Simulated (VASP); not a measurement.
# AlFe (Pm-3m) in VASP: a series of runs, part 2 of 2

VASP 6.6.1.

## (4) Single point, PBE (volume scaled by 0.85)

INCAR

```
SYSTEM = AlFe
PREC = Accurate ; ENCUT = 520
EDIFF = 1E-6 ; ISMEAR = -1
SIGMA = 0.1 ; LREAL = .False.
LASPH = .True. ; NELM = 100
ALGO = Normal ; ISIF = 2
LWAVE = .False. ; LCHARG = .False.
GGA = PE ; NBANDS = 12
```

KPOINTS

```
Automatic mesh
0
Gamma
  11 11 11
  0 0 0
```

POSCAR

```
AlFe
1.0
    2.7565505702      0.0000000000      0.0000000000
    0.0000000000      2.7565505702      0.0000000000
    0.0000000000      0.0000000000      2.7565505702
Al Fe
1 1
Direct
    0.0000000000      0.0000000000      0.0000000000
    0.5000000000      0.5000000000      0.5000000000
```

Potentials or basis: VASP PAW PBE potentials, release 64 (Al, Fe).

Run with:

```bash
cat potpaw_PBE.64/Al/POTCAR potpaw_PBE.64/Fe/POTCAR > POTCAR
mpirun -np 1 vasp_std > vasp.out
```

OUTCAR:

```text
SYSTEM = AlFe
   PREC = Accurate
   ENCUT = 520
   EDIFF = 1E-6
   ISMEAR = -1
   LREAL = .False.
   LASPH = .True.
   NELM = 100
   ISIF = 2
   GGA = PE

 ion  position               nearest neighbor table
   1  0.000  0.000  0.000-   2 2.39   2 2.39   2 2.39   2 2.39   2 2.39   2 2.39   2 2.39   2 2.39

   2  0.500  0.500  0.500-   1 2.39   1 2.39   1 2.39   1 2.39   1 2.39   1 2.39   1 2.39   1 2.39

  LATTYP: Found a simple cubic cell.
 ALAT       =     2.7565505702

  Lattice vectors:

 A1 = (   2.7565505702,   0.0000000000,   0.0000000000)
 A2 = (   0.0000000000,   2.7565505702,   0.0000000000)
 A3 = (   0.0000000000,   0.0000000000,   2.7565505702)

Analysis of symmetry for initial positions (statically):
=====================================================================
 Subroutine PRICEL returns:
 Original cell was already a primitive cell.

 Routine SETGRP: Setting up the symmetry group for a
 simple cubic supercell.

 Subroutine GETGRP returns: Found 48 space group operations
[... 9 lines left out ...]

 Routine SETGRP: Setting up the symmetry group for a
 simple cubic supercell.

 Subroutine GETGRP returns: Found 48 space group operations
[... 11 lines left out ...]
                                     Primitive cell

  volume of cell :      20.9458

  direct lattice vectors                    reciprocal lattice vectors
     2.756550570  0.000000000  0.000000000     0.362772231  0.000000000  0.000000000
     0.000000000  2.756550570  0.000000000     0.000000000  0.362772231  0.000000000
     0.000000000  0.000000000  2.756550570     0.000000000  0.000000000  0.362772231

  length of vectors
     2.756550570  2.756550570  2.756550570     0.362772231  0.362772231  0.362772231

  position of ions in fractional coordinates (direct lattice)
[... 8 lines left out ...]
----------------------------------------------------------------------------------------

 KPOINTS: Automatic mesh

Automatic generation of k-mesh.
 Grid dimensions read from file:
[... 86 lines left out ...]
  volume/ion in A,a.u.               =      10.47        70.67
  Fermi-wavevector in a.u.,A,eV,Ry     =   1.320808  2.495966 23.735831  1.744534
  Thomas-Fermi vector in A             =   2.450608
   LORBIT       =      0    0 simple, 1 ext, 2 COOP (PROOUT), +10 PAW based schemes
   GGA     = PE    functional components
   LHFCALC =     F    Hartree Fock is set to
   AEXX    =    0.0000 exact exchange contribution
   IVDW    =     0    specifies the selected vdW correction
   LEPSILON=     F    determine dielectric tensor
   LRPA    =     F    only Hartree local field effects (RPA)
 non-spin polarized calculation
  energy-cutoff  :      520.00
  volume of cell :       20.95
 maximum number of plane-waves:       587
 NGX is ok and might be reduce to    24
   NGX = 11   NGY = 11   NGZ = 11

 number of electron      10.9999997 magnetization

 Free energy of the ion-electron system (eV)
  ---------------------------------------------------
  ext. energy  EPLUGINS =         0.00000000
  ---------------------------------------------------
  free energy    TOTEN  =       -12.44350613 eV

  energy without entropy =      -12.36182181  energy(sigma->0) =      -12.40266397

 E-fermi :   9.2803     XC(G=0): -12.7572

 val. band max:        9.2688743615   @ k =   0.4545   0.1818   0.0000
 cond. band min:       9.2901443067   @ k =   0.1818   0.0909   0.0909
 fundamental gap:      0.0212699452
 Fermi energy:         9.2802707122

 k-point     1 :       0.0000    0.0000    0.0000
  band No.  band energies     occupation
      1      -1.7347      2.00000
      2       6.6067      2.00000
      3       6.6067      2.00000
      4       9.4650      0.27245
      5       9.4650      0.27244
      6       9.4650      0.27244
      7      16.5765      0.00000
      8      16.5765      0.00000
      9      16.5765      0.00000
     10      19.4393      0.00000
     11      19.4393      0.00000
     12      27.7996      0.00000
[... 331 lines left out ...]
 k-point    24 :       0.2727    0.0909    0.0909
  band No.  band energies     occupation
      1       0.0720      2.00000
      2       6.1638      2.00000
      3       7.0593      2.00000
      4       8.5910      1.99797
      5       8.6537      1.99621
      6       9.3391      0.71405
      7      12.1185      0.00000
      8      16.6198      0.00000
      9      17.6822      0.00000
     10      21.0119      0.00000
     11      24.9138      0.00000
     12      25.8207      0.00000

 [... further k-points ...]
[... 5 lines left out ...]
  --------------------------------------------------------------------------------------
  -------------------------------------------------------------------------------------
  Total        3.6910905      3.6910905      3.6910905      0.0000000      0.0000000     -0.0000000
  in kB      282.3367324    282.3367324    282.3367324      0.0000000      0.0000000     -0.0000000
  external PRESSURE =     282.3367324 kB  Pullay stress =       0.0000000 kB

 VOLUME and BASIS-vectors are now :
 -----------------------------------------------------------------------------
  energy-cutoff  :      520.00
  volume of cell :       20.95
      direct lattice vectors                 reciprocal lattice vectors
     2.756550570  0.000000000  0.000000000     0.362772231  0.000000000  0.000000000
     0.000000000  2.756550570  0.000000000     0.000000000  0.362772231  0.000000000
     0.000000000  0.000000000  2.756550570     0.000000000  0.000000000  0.362772231

 POSITION                                       TOTAL-FORCE (eV/Angst)
 -----------------------------------------------------------------------------------
      0.00000      0.00000      0.00000         0.000000      0.000000      0.000000
      1.37828      1.37828      1.37828         0.000000      0.000000      0.000000
 -----------------------------------------------------------------------------------
    total drift:                                0.000000     -0.000000     -0.000000

  FREE ENERGIE OF THE ION-ELECTRON SYSTEM (eV)
  ---------------------------------------------------
  free  energy   TOTEN  =       -12.4435061266 eV

  energy  without entropy=      -12.3618218063  energy(sigma->0) =      -12.40266397
```

stdout:

```text
POSCAR found type information on POSCAR AlFe
 POSCAR found :  2 types and       2 ions
 scaLAPACK will be used
 LDA part: xc-table for (Slater+PW92), standard interpolation
 POSCAR, INCAR and KPOINTS ok, starting setup
 FFT: planning ... GRIDC
 FFT: planning ... GRID_SOFT
 FFT: planning ... GRID
 WAVECAR not read
 entering main loop
```

It took 5.2 s on 1 thread of Intel Xeon 6975P-C (Granite Rapids), shared host; peak memory 0.14 GiB.

Results:

* Free energy: -12.4435 eV
* Pressure: 28.2 GPa

## (5) Single point, PBE (volume scaled by 0.9)

INCAR

```
SYSTEM = AlFe
PREC     = Accurate       ! precision mode
ENCUT    = 520            ! plane-wave cutoff, eV
EDIFF    = 1E-6           ! SCF threshold, eV
ISMEAR   = -1             ! smearing method
SIGMA    = 0.1            ! smearing width, eV
LREAL    = .False.        ! projectors in reciprocal space
LASPH    = .True.         ! aspherical terms in the spheres
NELM     = 100            ! most SCF steps
ALGO     = Normal         ! electronic algorithm
ISIF     = 2              ! what is computed and relaxed
LWAVE    = .False.        ! write WAVECAR
LCHARG   = .False.        ! write CHGCAR
GGA      = PE             ! functional
NBANDS   = 12             ! bands
```

KPOINTS is that of step 4.

POSCAR

```
AlFe
1.0
    2.8095741092      0.0000000000      0.0000000000
    0.0000000000      2.8095741092      0.0000000000
    0.0000000000      0.0000000000      2.8095741092
Al Fe
1 1
Direct
    0.0000000000      0.0000000000      0.0000000000
    0.5000000000      0.5000000000      0.5000000000
```

Potentials or basis: VASP PAW PBE potentials, release 64 (Al, Fe).

Run with:

```bash
cat potpaw_PBE.64/Al/POTCAR potpaw_PBE.64/Fe/POTCAR > POTCAR
mpirun -np 1 vasp_std > vasp.out
```

OUTCAR:

```text
SYSTEM = AlFe
   PREC = Accurate
   ENCUT = 520
   EDIFF = 1E-6
   ISMEAR = -1
   LREAL = .False.
   LASPH = .True.
   NELM = 100
   ISIF = 2
   GGA = PE

 ion  position               nearest neighbor table
   1  0.000  0.000  0.000-   2 2.43   2 2.43   2 2.43   2 2.43   2 2.43   2 2.43   2 2.43   2 2.43

   2  0.500  0.500  0.500-   1 2.43   1 2.43   1 2.43   1 2.43   1 2.43   1 2.43   1 2.43   1 2.43

  LATTYP: Found a simple cubic cell.
 ALAT       =     2.8095741092

  Lattice vectors:

[... 538 lines left out ...]
      7      11.2480      0.00000
      8      15.6491      0.00000
      9      16.5808      0.00000
     10      20.0426      0.00000
     11      23.6761      0.00000
     12      24.4856      0.00000

 [... further k-points ...]
[... 5 lines left out ...]
  --------------------------------------------------------------------------------------
  -------------------------------------------------------------------------------------
  Total        1.8407741      1.8407741      1.8407741      0.0000000     -0.0000000      0.0000000
  in kB      132.9810036    132.9810036    132.9810036      0.0000000     -0.0000000      0.0000000
  external PRESSURE =     132.9810036 kB  Pullay stress =       0.0000000 kB

 VOLUME and BASIS-vectors are now :
 -----------------------------------------------------------------------------
  energy-cutoff  :      520.00
  volume of cell :       22.18
      direct lattice vectors                 reciprocal lattice vectors
     2.809574109  0.000000000  0.000000000     0.355925831  0.000000000  0.000000000
     0.000000000  2.809574109  0.000000000     0.000000000  0.355925831  0.000000000
     0.000000000  0.000000000  2.809574109     0.000000000  0.000000000  0.355925831

 POSITION                                       TOTAL-FORCE (eV/Angst)
 -----------------------------------------------------------------------------------
      0.00000      0.00000      0.00000         0.000000      0.000000      0.000000
      1.40479      1.40479      1.40479         0.000000      0.000000      0.000000
 -----------------------------------------------------------------------------------
    total drift:                                0.000000     -0.000000     -0.000000

  FREE ENERGIE OF THE ION-ELECTRON SYSTEM (eV)
  ---------------------------------------------------
  free  energy   TOTEN  =       -12.6006547125 eV

  energy  without entropy=      -12.5128679108  energy(sigma->0) =      -12.55676131
```

OSZICAR:

```text
N       E                     dE             d eps       ncg     rms          rms(c)
DAV:   1     0.296132521913E+02    0.29613E+02   -0.45124E+03  1392   0.883E+02
DAV:   2    -0.131579922701E+02   -0.42771E+02   -0.39137E+02  1396   0.161E+02
DAV:   3    -0.145520877610E+02   -0.13941E+01   -0.13741E+01  1664   0.346E+01
DAV:   4    -0.145721609473E+02   -0.20073E-01   -0.20062E-01  1536   0.366E+00
DAV:   5    -0.145727691533E+02   -0.60821E-03   -0.60818E-03  1656   0.721E-01    0.144E+01
DAV:   6    -0.159633325428E+02   -0.13906E+01   -0.49649E+01  1516   0.993E+01    0.162E+01
DAV:   7    -0.126531170685E+02    0.33102E+01   -0.27526E+01  1532   0.626E+01    0.250E+00
DAV:   8    -0.126148616111E+02    0.38255E-01   -0.17499E-01  1660   0.422E+00    0.137E+00
DAV:   9    -0.126010300083E+02    0.13832E-01   -0.39379E-02  1700   0.263E+00    0.343E-01
DAV:  10    -0.126006714644E+02    0.35854E-03   -0.13783E-03  1996   0.482E-01    0.181E-01
DAV:  11    -0.126006565779E+02    0.14886E-04   -0.33086E-05  1668   0.574E-02    0.152E-02
DAV:  12    -0.126006547206E+02    0.18574E-05   -0.12188E-05  1684   0.451E-02    0.571E-03
DAV:  13    -0.126006547125E+02    0.80380E-08   -0.26431E-07   800   0.516E-03
   1 F= -.12600655E+02 E0= -.12556761E+02  d E =-.877868E-01
```

stdout:

```text
POSCAR found type information on POSCAR AlFe
 POSCAR found :  2 types and       2 ions
 scaLAPACK will be used
 LDA part: xc-table for (Slater+PW92), standard interpolation
 POSCAR, INCAR and KPOINTS ok, starting setup
 FFT: planning ... GRIDC
 FFT: planning ... GRID_SOFT
 FFT: planning ... GRID
 WAVECAR not read
 entering main loop
```

It took 5.1 s on 1 thread of Intel Xeon 6975P-C (Granite Rapids), shared host; peak memory 0.15 GiB.

Results:

- Free energy: -12.6007 eV
- Pressure: 13.3 GPa

## (6) Summary

| cell | gap on the mesh (eV) | pressure (GPa) |
| --- | --- | --- |
| a = 2.608 Å, 2 atoms | none | 94.4 |
| a = 2.701 Å, 2 atoms | none | 48.0 |
| a = 2.757 Å, 2 atoms | none | 28.2 |
| a = 2.810 Å, 2 atoms | none | 13.3 |

Alike in all rows: task single point; level PBE; potentials or basis VASP PAW PBE potentials, release 64 (Al, Fe); no spin polarisation; k mesh 11 × 11 × 11; cutoff (eV) 520; smearing fermi-dirac 0.1 eV.

Total energies depend on the potentials used, so only differences within one code and one set of settings carry meaning.
